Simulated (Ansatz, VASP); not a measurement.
## One calculation of B5Pt, two programs

```
CELL_PARAMETERS angstrom
0.00000 2.91953 2.91953
2.91953 0.00000 2.91953
2.91953 2.91953 0.00000
ATOMIC_POSITIONS crystal
B 0.38956 0.83133 0.38956
B 0.38956 0.38956 0.38956
B 0.75000 0.75000 0.75000
B 0.83133 0.38956 0.38956
B 0.38956 0.38956 0.83133
Pt 0.00000 0.00000 0.00000
```

Change from the starting cell: species swapped into the CaAu5 type (F-43m, No. 216).

Alike in both runs: functional PBE; k mesh 6 × 6 × 6; occupations gaussian, width 0.1 eV; no spin polarisation.

Ansatz relaxed the structure, and its values are those at the end. VASP's run is a single point on that final structure, the one shown.

```csv
,VASP,Ansatz
version,VASP 6.6.1,Ansatz 0.2.0
potentials or method,"VASP PAW PBE potentials, release 64 (B, Pt), cutoff 520 eV","scalar-relativistic, plane waves, PAW"
valence electrons in the cell,25,33
```

```tsv
	VASP	Ansatz	Ansatz less VASP
gap on the k mesh at the Fermi level (eV)	none	none	-
pressure (GPa)	0.1	0.2	+0.18
rms of the force components (eV/Å)	0.006	0.013	+0.0062
```

A gap of «none» marks a metal or a gap that the smearing closes. The functional is the same, so the differences come from potentials, cutoffs and numerics. VASP's potentials hold 25 valence electrons a cell and Ansatz's 33, so a difference there can come from the potentials and not from the codes.

Spin-orbit coupling is off throughout.
